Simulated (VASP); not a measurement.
# Si (Fd-3m) in VASP: relaxation of cell and atoms with PBEsol

Aim: the relaxation of cell and atoms of Si with PBEsol.

Program: VASP 6.6.1. These are calculated values, not measurements. Logs are shortened: lines on timing, memory, paths and dates and some standing lists are left out, and cuts for length are marked.

### Step 1. The cell of the first run

It takes space group Fd-3m (No. 227, cubic). Conventional cell: a = 5.444 Å, b = 5.444 Å, c = 5.444 Å, α = 90.00°, β = 90.00°, γ = 90.00°. Within 3.1 Å of Si (site symmetry -43m) lie 4 Si at 2.36 Å.

### Step 2. Relaxation of cell and atoms, PBEsol

INCAR reads:

```
SYSTEM = Si
  PREC = Accurate
  ENCUT = 600
  EDIFF = 1E-6
  ISMEAR = 0
  SIGMA = 0.02
  LREAL = .FALSE.
  LASPH = .TRUE.
  NELM = 100
  ALGO = Normal
  ISIF = 3
  LWAVE = .FALSE.
  LCHARG = .FALSE.
  GGA = PS
  IBRION = 2
  NSW = 100
  EDIFFG = -0.005
```

KPOINTS reads:

```
Automatic mesh
0
G
  8 8 8
  0 0 0
```

POSCAR reads:

```
Si
1.0
    0.0000000000      2.7218511865      2.7218511865
    2.7218511865      0.0000000000      2.7218511865
    2.7218511865      2.7218511865      0.0000000000
Si
2
Direct
    0.2500000000      0.2500000000      0.2500000000
    0.0000000000      0.0000000000      0.0000000000
```

Potentials or basis: VASP PAW PBE potentials, release 64 (Si).

Command:

```
$ cat potpaw_PBE.64/Si/POTCAR > POTCAR
$ mpirun -np 1 vasp_std > vasp.out
```

OUTCAR:

```text
SYSTEM = Si
   PREC = Accurate
   ENCUT = 600
   EDIFF = 1E-6
   ISMEAR = 0
   LREAL = .FALSE.
   LASPH = .TRUE.
   NELM = 100
   ISIF = 3
   GGA = PS
   IBRION = 2
   NSW = 100
   EDIFFG = -0.005

 ion  position               nearest neighbor table
   1  0.250  0.250  0.250-   2 2.36   2 2.36   2 2.36   2 2.36
   2  0.000  0.000  0.000-   1 2.36   1 2.36   1 2.36   1 2.36

  LATTYP: Found a face centered cubic cell.
 ALAT       =     5.4437023730

  Lattice vectors:

 A1 = (   0.0000000000,   2.7218511865,   2.7218511865)
 A2 = (   2.7218511865,   0.0000000000,   2.7218511865)
 A3 = (   2.7218511865,   2.7218511865,   0.0000000000)

Analysis of symmetry for initial positions (statically):
=====================================================================
 Subroutine PRICEL returns:
 Original cell was already a primitive cell.

 Routine SETGRP: Setting up the symmetry group for a
 face centered cubic supercell.

 Subroutine GETGRP returns: Found 48 space group operations
 (whereof 24 operations were pure point group operations)
 out of a pool of 48 trial point group operations.

The static configuration has the point symmetry T_d .
 The point group associated with its full space group is O_h .

Analysis of symmetry for dynamics (positions and initial velocities):
=====================================================================
 Subroutine PRICEL returns:
 Original cell was already a primitive cell.

 Routine SETGRP: Setting up the symmetry group for a
 face centered cubic supercell.

 Subroutine GETGRP returns: Found 48 space group operations
 (whereof 24 operations were pure point group operations)
 out of a pool of 48 trial point group operations.

The dynamic configuration has the point symmetry T_d .
 The point group associated with its full space group is O_h .

 Subroutine INISYM returns: Found 48 space group operations
 (whereof 24 operations are pure point group operations),
 and found     1 'primitive' translations

----------------------------------------------------------------------------------------

                                     Primitive cell

  volume of cell :      40.3295

  direct lattice vectors                    reciprocal lattice vectors
     0.000000000  2.721851186  2.721851186    -0.183698507  0.183698507  0.183698507
     2.721851186  0.000000000  2.721851186     0.183698507 -0.183698507  0.183698507
     2.721851186  2.721851186  0.000000000     0.183698507  0.183698507 -0.183698507

  length of vectors
     3.849278863  3.849278863  3.849278863     0.318175148  0.318175148  0.318175148

  position of ions in fractional coordinates (direct lattice)
     0.250000000  0.250000000  0.250000000
     0.000000000  0.000000000  0.000000000

  ion indices of the primitive-cell ions
   primitive index   ion index
                 1           1
                 2           2

----------------------------------------------------------------------------------------

 KPOINTS: Automatic mesh

Automatic generation of k-mesh.
 Grid dimensions read from file:
 generate k-points for:    8    8    8

 Generating k-lattice:

  Cartesian coordinates                     Fractional coordinates (reciprocal lattice)
    -0.022962313  0.022962313  0.022962313     0.125000000  0.000000000  0.000000000
     0.022962313 -0.022962313  0.022962313     0.000000000  0.125000000  0.000000000
     0.022962313  0.022962313 -0.022962313     0.000000000  0.000000000  0.125000000

  Length of vectors
     0.039771893  0.039771893  0.039771893

  Shift w.r.t. Gamma in fractional coordinates (k-lattice)
     0.000000000  0.000000000  0.000000000

 Subroutine IBZKPT returns following result:
 ===========================================

 Found     29 irreducible k-points:

 Following reciprocal coordinates:
            Coordinates               Weight
  0.000000  0.000000  0.000000      1.000000
  0.125000  0.000000  0.000000      8.000000
  0.250000  0.000000  0.000000      8.000000
  0.375000  0.000000  0.000000      8.000000
  0.500000  0.000000  0.000000      4.000000
  0.125000  0.125000  0.000000      6.000000
[... 16 lines left out ...]
  0.500000  0.250000  0.125000     48.000000
 -0.375000  0.250000  0.125000     24.000000
 [... further k-points ...]
   k-points           NKPTS =     29   k-points in BZ     NKDIM =     29   number of bands    NBANDS=      8
   number of dos      NEDOS =    301   number of ions     NIONS =      2
   total plane-waves  NPLWV =  32768
   dimension x,y,z NGX =    32 NGY =   32 NGZ =   32
   dimension x,y,z NGXF=    64 NGYF=   64 NGZF=   64
   ions per type =               2
   NGX,Y,Z   is equivalent  to a cutoff of  13.82, 13.82, 13.82 a.u.
   NGXF,Y,Z  is equivalent  to a cutoff of  27.64, 27.64, 27.64 a.u.
 SYSTEM =  Si
   PREC   = accura    normal or accurate (medium, high low for compatibility)
   ISTART =      0    job   : 0-new  1-cont  2-samecut
   ICHARG =      2    charge: 1-file 2-atom 10-const
   ISPIN  =      1    spin polarized calculation?
   LNONCOLLINEAR =      F non collinear calculations
   LSORBIT =      F    spin-orbit coupling
   LASPH  =      T    aspherical Exc in radial PAW
   ENCUT  =  600.0 eV  44.10 Ry    6.64 a.u.   7.69  7.69  7.69*2*pi/ulx,y,z
   NELM   =    100;   NELMIN=  2; NELMDL= -5     # of ELM steps
   EDIFF  = 0.1E-05   stopping-criterion for ELM
   LREAL  =      F    real-space projection
   EDIFFG = -.5E-02   stopping-criterion for IOM
   NSW    =    100    number of steps for IOM
   IBRION =      2    ionic relax: 0-MD 1-quasi-New 2-CG
   NFREE  =      1    steps in history (QN), initial steepest desc. (CG)
   ISIF   =      3    stress and relaxation
   ISYM   =      2    0-nonsym 1-usesym 2-fastsym
   POTIM  = 0.5000    time-step for ionic-motion
   TEBEG  =    0.0;   TEEND  =   0.0 temperature during run
   PSTRESS=    0.0 pullay stress
   NELECT =       8.0000    total number of electrons
   NUPDOWN=      -1.0000    fix difference up-down
   EMIN   =  10.00;   EMAX   =-10.00  energy-range for DOS
   EFERMI =   0.00;   METHOD = LEGACY
   ISMEAR =     0;   SIGMA  =   0.02  broadening in eV -4-tet -1-fermi 0-gaus
   EFERMI_NEDOS =   21; number of points for ismear=-14 and -15
   IALGO  =     38    algorithm
   IMIX   =      4    mixing-type and parameters
     AMIX     =   0.40;   BMIX     =  1.00
     AMIX_MAG =   1.60;   BMIX_MAG =  1.00
  volume/ion in A,a.u.               =      20.16       136.08
  Fermi-wavevector in a.u.,A,eV,Ry     =   0.954766  1.804247 12.402783  0.911579
  Thomas-Fermi vector in A             =   2.083543
   LORBIT       =      0    0 simple, 1 ext, 2 COOP (PROOUT), +10 PAW based schemes
   GGA     = PS    functional components
   LHFCALC =     F    Hartree Fock is set to
   AEXX    =    0.0000 exact exchange contribution
   IVDW    =     0    specifies the selected vdW correction
   LEPSILON=     F    determine dielectric tensor
   LRPA    =     F    only Hartree local field effects (RPA)
 conjugate gradient relaxation of ions
 non-spin polarized calculation
 Gauss-broadening in eV      SIGMA  =   0.02
  energy-cutoff  :      600.00
  volume of cell :       40.33
 maximum number of plane-waves:      1365
   NGX = 15   NGY = 15   NGZ = 15

--------------------------------------- Ionic step        1  -------------------------------------------

 number of electron       8.0000000 magnetization

 Free energy of the ion-electron system (eV)
  ---------------------------------------------------
  ext. energy  EPLUGINS =         0.00000000
  ---------------------------------------------------
  free energy    TOTEN  =       -11.48887723 eV

  energy without entropy =      -11.48887723  energy(sigma->0) =      -11.48887723

------------------------ aborting loop because EDIFF is reached ----------------------------------------

  FORCE on cell =-STRESS in cart. coord.  units (eV):
  Direction    XX          YY          ZZ          XY          YZ          ZX
  --------------------------------------------------------------------------------------
  -------------------------------------------------------------------------------------
  Total       -0.0992277     -0.0992277     -0.0992277     -0.0000000      0.0000000     -0.0000000
  in kB       -3.9420359     -3.9420359     -3.9420359     -0.0000000      0.0000000     -0.0000000
  external PRESSURE =      -3.9420359 kB  Pullay stress =       0.0000000 kB
[... 57 lines left out ...]
  energy  without entropy=      -11.4889967623  energy(sigma->0) =      -11.48899676

--------------------------------------- Ionic step        3  -------------------------------------------

 number of electron       7.9999999 magnetization

 Free energy of the ion-electron system (eV)
  ---------------------------------------------------
  ext. energy  EPLUGINS =         0.00000000
  ---------------------------------------------------
  free energy    TOTEN  =       -11.48909574 eV

  energy without entropy =      -11.48909574  energy(sigma->0) =      -11.48909574

 E-fermi :   5.8565     XC(G=0):  -9.5419

 val. band max:        5.7630019984   @ k =   0.0000   0.0000   0.0000
 cond. band min:       6.2701455587   @ k =   0.3750   0.3750   0.0000
 fundamental gap:      0.5071435603
 Fermi energy:         5.8565384630

 k-point     1 :       0.0000    0.0000    0.0000
  band No.  band energies     occupation
      1      -6.2082      2.00000
      2       5.7630      2.00000
      3       5.7630      2.00000
      4       5.7630      2.00000
      5       8.2784      0.00000
      6       8.2784      0.00000
      7       8.2784      0.00000
      8       9.0548      0.00000
[... 243 lines left out ...]
 k-point    24 :      -0.3750    0.2500    0.1250
  band No.  band energies     occupation
      1      -3.3267      2.00000
      2      -1.0436      2.00000
      3       2.2812      2.00000
      4       3.5845      2.00000
      5       8.7573      0.00000
      6       8.8009      0.00000
      7      11.6148      0.00000
      8      12.7923      0.00000

 [... further k-points ...]
[... 5 lines left out ...]
  --------------------------------------------------------------------------------------
  -------------------------------------------------------------------------------------
  Total        0.0015554      0.0015554      0.0015554      0.0000000      0.0000000      0.0000000
  in kB        0.0620606      0.0620606      0.0620606      0.0000000      0.0000000      0.0000000
  external PRESSURE =       0.0620606 kB  Pullay stress =       0.0000000 kB
[... 17 lines left out ...]
  FREE ENERGIE OF THE ION-ELECTRON SYSTEM (eV)
  ---------------------------------------------------
  free  energy   TOTEN  =       -11.4890957410 eV

  energy  without entropy=      -11.4890957410  energy(sigma->0) =      -11.48909574

 reached required accuracy - stopping structural energy minimisation
```

It used 15 s of CPU time on 1 thread of Intel Xeon 6975P-C (shared host).

Results:

* Free energy: -11.4891 eV
* Relaxed volume: 20.08 Å³/atom
* Relaxed cell: a = 3.844 Å, b = 3.844 Å, c = 3.844 Å, α = 60.00°, β = 60.00°, γ = 60.00°
* Space group after relaxing (to 0.05 Å): Fd-3m (No. 227)
* Energy gained by relaxing: 0.1 meV/atom
* Ionic steps: 3
* Pressure after relaxing: 0.0 GPa
* Band gap on the k mesh: 0.51 eV, indirect (least direct gap 2.52 eV)

The path:
```
step  energy change (eV)  largest force (eV/Å)  pressure (GPa)  volume (Å³)
   1              0.0000                0.0000           -0.39        40.33
   2             -0.0001                0.0000            0.27        40.04
   3             -0.0002                0.0000            0.01        40.16
```

Final structure:
```
Si
1.0
     0.00000    2.71793    2.71793
     2.71793    0.00000    2.71793
     2.71793    2.71793    0.00000
Si
2
Direct
  0.25000 0.25000 0.25000
  0.00000 0.00000 0.00000
```

Levels at points of the mesh, in eV from the valence-band top:
```
           k point  band 2  band 3  band 4  band 5  band 6  band 7
(0.00, 0.00, 0.00)    0.00    0.00    0.00    2.52    2.52    2.52
(0.50, 0.00, 0.00)   -7.00   -1.20   -1.20    1.46    3.27    3.27
(0.50, 0.50, 0.00)   -7.82   -2.87   -2.87    0.59    0.59   10.04
```

Caveat: the PAW data sets were made with another functional, which shifts forces and pressure a little. A k mesh can miss the band edges.
